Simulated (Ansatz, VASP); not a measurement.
# SnTe: VASP beside Ansatz

```
Sn Te
1.0
     0.00000    3.25120    3.10915
     3.25120    0.00000    3.10915
     3.25120    3.25120    0.00000
Sn Te
1 1
Direct
  0.00000 0.00000 0.00000
  0.50000 0.50000 0.50000
```

Change from the starting cell: strain +0.030 along x and y, -0.015 along z, atoms carried along.

Alike in both runs: task single point; functional PBE; k mesh 10 × 10 × 10; occupations gaussian, width 0.03 eV; no spin polarisation.

|  | VASP | Ansatz |
| --- | --- | --- |
| version | VASP 6.6.1 | Ansatz 0.2.0 |
| potentials or method | VASP PAW PBE potentials, release 64 (Sn_d, Te), cutoff 520 eV | scalar-relativistic, plane waves, PAW |
| valence electrons in the cell | 20 | 30 |

```tsv
	VASP	Ansatz	Ansatz less VASP
gap on the k mesh at the Fermi level (eV)	0.05	0.05	-0.001
least direct gap on the mesh (eV)	0.05	0.05	-0.001
pressure (GPa)	0.2	0.3	+0.06
traceless stress, the component that is largest in VASP (GPa)	3.60	3.60	-0.004
```

VASP's potentials hold 20 valence electrons a cell and Ansatz's 30, so a difference there can come from the potentials and not from the codes.

Spin-orbit coupling is off throughout.
